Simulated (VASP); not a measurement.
# BN (Fm-3m) in VASP: notebook

Runs on BN. Level: HSE06. Tasks: single point.

Program: VASP 6.6.1. These are calculated values, not measurements. Logs are shortened: lines on timing, memory, paths and dates and some standing lists are left out, and cuts for length are marked.

## Step 1: The cell of the first run

It takes space group Fm-3m (No. 225, cubic). Conventional cell: a = 3.435 Å, b = 3.435 Å, c = 3.435 Å, α = 90.00°, β = 90.00°, γ = 90.00°. B (site symmetry m-3m) has 6 N at 1.72 Å within 2.3 Å. Within 2.3 Å of N (site symmetry m-3m) lie 6 B at 1.72 Å.

## Step 2: Single point, HSE06

The input, POSCAR:

```
BN
1.0
    0.0000000000      1.7173878684      1.7173878684
    1.7173878684      0.0000000000      1.7173878684
    1.7173878684      1.7173878684      0.0000000000
B N
1 1
Direct
    0.0000000000      0.0000000000      0.0000000000
    0.5000000000      0.5000000000      0.5000000000
```

The input, INCAR.step1:

```
ALGO = Normal
EDIFF = 1E-5
ENCUT = 520
GGA = PE
GGA_COMPAT = F
ISIF = 2
ISMEAR = 0
LASPH = T
LREAL = F
LWAVE = T
NBANDS = 11
NELM = 120
PREC = Accurate
SIGMA = 0.05
```

The input, INCAR.step2:

```
ALGO = Normal
EDIFF = 1E-6
ENCUT = 520
GGA = PE
GGA_COMPAT = F
HFSCREEN = 0.2079
ISIF = 2
ISMEAR = 0
ISTART = 1
LASPH = T
LCHARG = T
LELF = T
LHFCALC = T
LREAL = F
LVHAR = T
LWAVE = F
NBANDS = 11
NELM = 120
PREC = Accurate
PRECFOCK = Normal
SIGMA = 0.05
```

The input, KPOINTS:

```
k-points
0
Gamma
  8 8 8
```

Potentials or basis: VASP PAW PBE potentials, release 64 (B, N).

Command:

```bash
cat potpaw_PBE.64/B/POTCAR potpaw_PBE.64/N/POTCAR > POTCAR
cp INCAR.step1 INCAR
mpirun -np 1 vasp_std > vasp.out
cp INCAR.step2 INCAR
mpirun -np 1 vasp_std > vasp.out
```

OUTCAR:

```text
EDIFF = 1E-6
   ENCUT = 520
   GGA = PE
   HFSCREEN = 0.2079
   ISIF = 2
   ISMEAR = 0
   ISTART = 1
   LASPH = T
   LHFCALC = T
   LREAL = F
   NELM = 120
   PREC = Accurate
   PRECFOCK = Normal

 ion  position               nearest neighbor table
   1  0.000  0.000  0.000-   2 1.72   2 1.72   2 1.72   2 1.72   2 1.72   2 1.72
   2  0.500  0.500  0.500-   1 1.72   1 1.72   1 1.72   1 1.72   1 1.72   1 1.72

  LATTYP: Found a face centered cubic cell.
 ALAT       =     3.4347757368

  Lattice vectors:

 A1 = (   0.0000000000,   1.7173878684,   1.7173878684)
 A2 = (   1.7173878684,   0.0000000000,   1.7173878684)
 A3 = (   1.7173878684,   1.7173878684,   0.0000000000)

Analysis of symmetry for initial positions (statically):
=====================================================================
 Subroutine PRICEL returns:
 Original cell was already a primitive cell.

 Routine SETGRP: Setting up the symmetry group for a
 face centered cubic supercell.

 Subroutine GETGRP returns: Found 48 space group operations
 (whereof 48 operations were pure point group operations)
 out of a pool of 48 trial point group operations.

The static configuration has the point symmetry O_h .

Analysis of symmetry for dynamics (positions and initial velocities):
=====================================================================
 Subroutine PRICEL returns:
 Original cell was already a primitive cell.

 Routine SETGRP: Setting up the symmetry group for a
 face centered cubic supercell.

 Subroutine GETGRP returns: Found 48 space group operations
 (whereof 48 operations were pure point group operations)
 out of a pool of 48 trial point group operations.

The dynamic configuration has the point symmetry O_h .

 Subroutine INISYM returns: Found 48 space group operations
 (whereof 48 operations are pure point group operations),
 and found     1 'primitive' translations

----------------------------------------------------------------------------------------

                                     Primitive cell

  volume of cell :      10.1306

  direct lattice vectors                    reciprocal lattice vectors
     0.000000000  1.717387868  1.717387868    -0.291139823  0.291139823  0.291139823
     1.717387868  0.000000000  1.717387868     0.291139823 -0.291139823  0.291139823
     1.717387868  1.717387868  0.000000000     0.291139823  0.291139823 -0.291139823

  length of vectors
     2.428753215  2.428753215  2.428753215     0.504268966  0.504268966  0.504268966

[... 97 lines left out ...]
   IALGO  =     38    algorithm
   IMIX   =      1    mixing-type and parameters
     AMIX     =   0.40;   BMIX     =  1.00
     AMIX_MAG =   1.60;   BMIX_MAG =  1.00
  volume/ion in A,a.u.               =       5.07        34.18
  Fermi-wavevector in a.u.,A,eV,Ry     =   1.513189  2.859512 31.153807  2.289740
  Thomas-Fermi vector in A             =   2.623013
   LORBIT       =      0    0 simple, 1 ext, 2 COOP (PROOUT), +10 PAW based schemes
   GGA     = PE    functional components
   LHFCALC =     T    Hartree Fock is set to
   PRECFOCK=normal    Normal, Fast or Accurate (Low or Medium for compatibility)
   ENCUT4O =  -1.0   cutoff for four orbital integrals eV
   NKREDX  =     1    reduce k-point grid by
   NKREDY  =     1    reduce k-point grid by
   NKREDZ  =     1    reduce k-point grid by
   AEXX    =    0.2500 exact exchange contribution
   HFSCREEN=    0.2079 screening length (either q_TF or 0.3 A-1)
   HFSCREENC=   0.2079 screening length for correlation (either q_TF or 0.3 A-1)
   ENCUTFOCK=  -1.0 apply spherical cutoff to Coloumb kernel
   IVDW    =     0    specifies the selected vdW correction
   LEPSILON=     F    determine dielectric tensor
   LRPA    =     F    only Hartree local field effects (RPA)
 non-spin polarized calculation
 Gauss-broadening in eV      SIGMA  =   0.05
  energy-cutoff  :      520.00
  volume of cell :       10.13
 maximum number of plane-waves:       290
  NGX = 14; NGY = 14; NGZ = 14

 number of electron       7.9999998 magnetization

 Free energy of the ion-electron system (eV)
  ---------------------------------------------------
  ext. energy  EPLUGINS =         0.00000000
  ---------------------------------------------------
  free energy    TOTEN  =       -16.57467636 eV

  energy without entropy =      -16.57467636  energy(sigma->0) =      -16.57467636

 E-fermi :  10.7201     XC(G=0): -11.3838

 val. band max:       10.3890389760   @ k =  -0.2500   0.1250   0.0000
 cond. band min:      13.1461158295   @ k =   0.5000   0.5000   0.0000
 fundamental gap:      2.7570768535
 Fermi energy:        10.7201448305

 k-point     1 :       0.0000    0.0000    0.0000
  band No.  band energies     occupation
      1     -14.8676      2.00000
      2       9.4533      2.00000
      3       9.4533      2.00000
      4       9.4533      2.00000
      5      22.5468      0.00000
      6      25.1708      0.00000
      7      25.1708      0.00000
      8      25.1708      0.00000
      9      30.8672      0.00000
     10      30.8672      0.00000
     11      30.8672      0.00000
[... 309 lines left out ...]
 k-point    24 :      -0.3750    0.2500    0.1250
  band No.  band energies     occupation
      1      -7.7902      2.00000
      2      -2.6652      2.00000
      3       4.2313      2.00000
      4       6.5315      2.00000
      5      18.3483      0.00000
      6      18.9911      0.00000
      7      24.5138      0.00000
      8      28.3439      0.00000
      9      33.8041      0.00000
     10      35.7912      0.00000
     11      46.1451      0.00000

 [... further k-points ...]

------------------------ aborting loop because EDIFF is reached ----------------------------------------

  FORCE on cell =-STRESS in cart. coord.  units (eV):
  Direction    XX          YY          ZZ          XY          YZ          ZX
  --------------------------------------------------------------------------------------
  -------------------------------------------------------------------------------------
  Total        0.8430954      0.8430954      0.8430954     -0.0000000      0.0000000     -0.0000000
  in kB      133.3374467    133.3374467    133.3374467     -0.0000000      0.0000000     -0.0000000
  external PRESSURE =     133.3374467 kB  Pullay stress =       0.0000000 kB

 VOLUME and BASIS-vectors are now :
 -----------------------------------------------------------------------------
  energy-cutoff  :      520.00
  volume of cell :       10.13
      direct lattice vectors                 reciprocal lattice vectors
     0.000000000  1.717387868  1.717387868    -0.291139823  0.291139823  0.291139823
     1.717387868  0.000000000  1.717387868     0.291139823 -0.291139823  0.291139823
     1.717387868  1.717387868  0.000000000     0.291139823  0.291139823 -0.291139823

 POSITION                                       TOTAL-FORCE (eV/Angst)
 -----------------------------------------------------------------------------------
      0.00000      0.00000      0.00000        -0.000000     -0.000000     -0.000000
      1.71739      1.71739      1.71739         0.000000      0.000000      0.000000
 -----------------------------------------------------------------------------------
    total drift:                               -0.000004     -0.000004     -0.000003

  FREE ENERGIE OF THE ION-ELECTRON SYSTEM (eV)
  ---------------------------------------------------
  free  energy   TOTEN  =       -16.5746763587 eV

  energy  without entropy=      -16.5746763587  energy(sigma->0) =      -16.57467636
```

OUTCAR.step1:

```text
EDIFF = 1E-5
   ENCUT = 520
   GGA = PE
   ISIF = 2
   ISMEAR = 0
[... 557 lines left out ...]
 -----------------------------------------------------------------------------------
      0.00000      0.00000      0.00000        -0.000000     -0.000000     -0.000000
      1.71739      1.71739      1.71739         0.000000      0.000000      0.000000
 -----------------------------------------------------------------------------------
    total drift:                               -0.000000     -0.000000     -0.000000

  FREE ENERGIE OF THE ION-ELECTRON SYSTEM (eV)
  ---------------------------------------------------
  free  energy   TOTEN  =       -13.8948956299 eV

  energy  without entropy=      -13.8948956299  energy(sigma->0) =      -13.89489563
```

OSZICAR.step1:

```text
N       E                     dE             d eps       ncg     rms          rms(c)
DAV:   1     0.127235195679E+02    0.12724E+02   -0.50281E+03   662   0.726E+02
DAV:   2    -0.142663410970E+02   -0.26990E+02   -0.25427E+02   742   0.164E+02
DAV:   3    -0.147398205298E+02   -0.47348E+00   -0.47226E+00   755   0.176E+01
DAV:   4    -0.147402527817E+02   -0.43225E-03   -0.43224E-03   716   0.558E-01
DAV:   5    -0.147402529548E+02   -0.17308E-06   -0.17292E-06   731   0.123E-02    0.648E+00
DAV:   6    -0.138891445880E+02    0.85111E+00   -0.39804E+00   692   0.106E+01    0.254E+00
DAV:   7    -0.138913731016E+02   -0.22285E-02   -0.90655E-02   701   0.246E+00    0.165E+00
DAV:   8    -0.138951330882E+02   -0.37600E-02   -0.75126E-03   680   0.660E-01    0.278E-01
DAV:   9    -0.138948900726E+02    0.24302E-03   -0.10104E-03   700   0.173E-01    0.743E-02
DAV:  10    -0.138948956299E+02   -0.55573E-05   -0.30052E-05   701   0.447E-02
   1 F= -.13894896E+02 E0= -.13894896E+02  d E =-.646822E-21
```

It took 14 min on 1 thread of Intel Xeon 8259CL, shared host; peak memory 0.23 GiB.

What came out:

```
Free energy            : -16.5747 eV
Pressure               : 13.3 GPa
Band gap on the k mesh : 2.76 eV (least direct gap 7.44 eV)
```

Caveat: the cell stands under pressure; the PAW data sets were made with another functional, which shifts forces and pressure a little.

## Step 3: Single point, HSE06

This run uses another cell than the first one, of 5.21 Å³/atom.

The input, POSCAR:

```
BN
1.0
    0.0000000000      1.7333067792      1.7333067792
    1.7333067792      0.0000000000      1.7333067792
    1.7333067792      1.7333067792      0.0000000000
B N
1 1
Direct
    0.0000000000      0.0000000000      0.0000000000
    0.5000000000      0.5000000000      0.5000000000
```

The input, INCAR.step1:

```
PREC = Accurate ; ENCUT = 520
EDIFF = 1E-5 ; ISMEAR = 0
SIGMA = 0.05 ; LREAL = F
LASPH = T ; NELM = 120
ALGO = Normal ; ISIF = 2
LWAVE = T ; LCHARG = F
NBANDS = 11 ; GGA = PE
GGA_COMPAT = F
```

The input, INCAR.step2:

```
PREC = Accurate ; ENCUT = 520
EDIFF = 1E-6 ; ISMEAR = 0
SIGMA = 0.05 ; LREAL = F
LASPH = T ; NELM = 120
ALGO = Normal ; ISIF = 2
LWAVE = F ; LCHARG = F
GGA = PE ; LHFCALC = T
HFSCREEN = 0.2079 ; PRECFOCK = Normal
NBANDS = 11 ; ISTART = 1
GGA_COMPAT = F
```

The input, KPOINTS:

```
Automatic mesh
0
Gamma
  8 8 8
```

Potentials or basis: VASP PAW PBE potentials, release 64 (B, N).

Command:

```bash
cat potpaw_PBE.64/B/POTCAR potpaw_PBE.64/N/POTCAR > POTCAR
cp INCAR.step1 INCAR
mpirun -np 1 vasp_std > vasp.out
cp INCAR.step2 INCAR
mpirun -np 1 vasp_std > vasp.out
```

OUTCAR:

```text
PREC = Accurate
   ENCUT = 520
   EDIFF = 1E-6
   ISMEAR = 0
   LREAL = F
   LASPH = T
   NELM = 120
   ISIF = 2
   GGA = PE
   LHFCALC = T
   HFSCREEN = 0.2079
   PRECFOCK = Normal
   ISTART = 1

 ion  position               nearest neighbor table
   1  0.000  0.000  0.000-   2 1.73   2 1.73   2 1.73   2 1.73   2 1.73   2 1.73
   2  0.500  0.500  0.500-   1 1.73   1 1.73   1 1.73   1 1.73   1 1.73   1 1.73

  LATTYP: Found a face centered cubic cell.
 ALAT       =     3.4666135584

  Lattice vectors:

 A1 = (   0.0000000000,   1.7333067792,   1.7333067792)
 A2 = (   1.7333067792,   0.0000000000,   1.7333067792)
 A3 = (   1.7333067792,   1.7333067792,   0.0000000000)

Analysis of symmetry for initial positions (statically):
=====================================================================
 Subroutine PRICEL returns:
 Original cell was already a primitive cell.

 Routine SETGRP: Setting up the symmetry group for a
 face centered cubic supercell.

 Subroutine GETGRP returns: Found 48 space group operations
[... 180 lines left out ...]
 k-point     1 :       0.0000    0.0000    0.0000
  band No.  band energies     occupation
      1     -14.8597      2.00000
      2       9.0711      2.00000
      3       9.0711      2.00000
      4       9.0711      2.00000
      5      21.4970      0.00000
      6      24.4596      0.00000
      7      24.4596      0.00000
      8      24.4596      0.00000
      9      30.2941      0.00000
     10      30.2941      0.00000
     11      30.2941      0.00000
[... 309 lines left out ...]
 k-point    24 :      -0.3750    0.2500    0.1250
  band No.  band energies     occupation
      1      -7.9619      2.00000
      2      -2.7836      2.00000
      3       3.9719      2.00000
      4       6.2338      2.00000
      5      17.7472      0.00000
      6      18.4105      0.00000
      7      23.7787      0.00000
      8      27.4550      0.00000
      9      33.0981      0.00000
     10      35.0218      0.00000
     11      45.2272      0.00000

 [... further k-points ...]

------------------------ aborting loop because EDIFF is reached ----------------------------------------

  FORCE on cell =-STRESS in cart. coord.  units (eV):
  Direction    XX          YY          ZZ          XY          YZ          ZX
  --------------------------------------------------------------------------------------
  -------------------------------------------------------------------------------------
  Total        0.0502886      0.0502886      0.0502886      0.0000000      0.0000000     -0.0000000
  in kB        7.7361296      7.7361296      7.7361296      0.0000000      0.0000000     -0.0000000
  external PRESSURE =       7.7361296 kB  Pullay stress =       0.0000000 kB

 VOLUME and BASIS-vectors are now :
 -----------------------------------------------------------------------------
  energy-cutoff  :      520.00
  volume of cell :       10.41
      direct lattice vectors                 reciprocal lattice vectors
     0.000000000  1.733306779  1.733306779    -0.288465958  0.288465958  0.288465958
     1.733306779  0.000000000  1.733306779     0.288465958 -0.288465958  0.288465958
     1.733306779  1.733306779  0.000000000     0.288465958  0.288465958 -0.288465958

 POSITION                                       TOTAL-FORCE (eV/Angst)
 -----------------------------------------------------------------------------------
      0.00000      0.00000      0.00000        -0.000000      0.000000     -0.000000
      1.73331      1.73331      1.73331         0.000000     -0.000000      0.000000
 -----------------------------------------------------------------------------------
    total drift:                                0.000001      0.000001      0.000001

  FREE ENERGIE OF THE ION-ELECTRON SYSTEM (eV)
  ---------------------------------------------------
  free  energy   TOTEN  =       -16.5877570711 eV

  energy  without entropy=      -16.5877570711  energy(sigma->0) =      -16.58775707
```

OSZICAR.step1:

```text
N       E                     dE             d eps       ncg     rms          rms(c)
DAV:   1     0.104435926761E+02    0.10444E+02   -0.49555E+03   654   0.726E+02
DAV:   2    -0.142803659491E+02   -0.24724E+02   -0.23171E+02   733   0.154E+02
DAV:   3    -0.147628573371E+02   -0.48249E+00   -0.48194E+00   761   0.177E+01
DAV:   4    -0.147632160856E+02   -0.35875E-03   -0.35874E-03   689   0.548E-01
DAV:   5    -0.147632162647E+02   -0.17914E-06   -0.17914E-06   749   0.122E-02    0.638E+00
DAV:   6    -0.139204280451E+02    0.84279E+00   -0.41009E+00   683   0.106E+01    0.246E+00
DAV:   7    -0.139252211810E+02   -0.47931E-02   -0.82600E-02   701   0.240E+00    0.160E+00
DAV:   8    -0.139293307918E+02   -0.41096E-02   -0.71265E-03   665   0.642E-01    0.286E-01
DAV:   9    -0.139291013236E+02    0.22947E-03   -0.99315E-04   709   0.169E-01    0.781E-02
DAV:  10    -0.139291082078E+02   -0.68843E-05   -0.32841E-05   686   0.454E-02
   1 F= -.13929108E+02 E0= -.13929108E+02  d E =-.149208E-15
```

Run time: 13 min. Hardware: 1 thread of Intel Xeon 8259CL, shared host; peak memory 0.22 GiB.

Results:

```
Free energy            : -16.5878 eV
Pressure               : 0.8 GPa
Band gap on the k mesh : 2.51 eV (least direct gap 7.33 eV)
```

Levels at points of the mesh, in eV from the valence-band top:
```tsv
k point	band 2	band 3	band 4	band 5	band 6	band 7
(0.00, 0.00, 0.00)	-0.93	-0.93	-0.93	11.50	14.46	14.46
(0.50, 0.00, 0.00)	-13.92	-0.61	-0.61	6.71	6.71	9.06
(0.50, 0.50, 0.00)	-13.13	-6.19	-6.19	2.51	10.05	17.35
```

Caveat: the PAW data sets were made with another functional, which shifts forces and pressure a little.
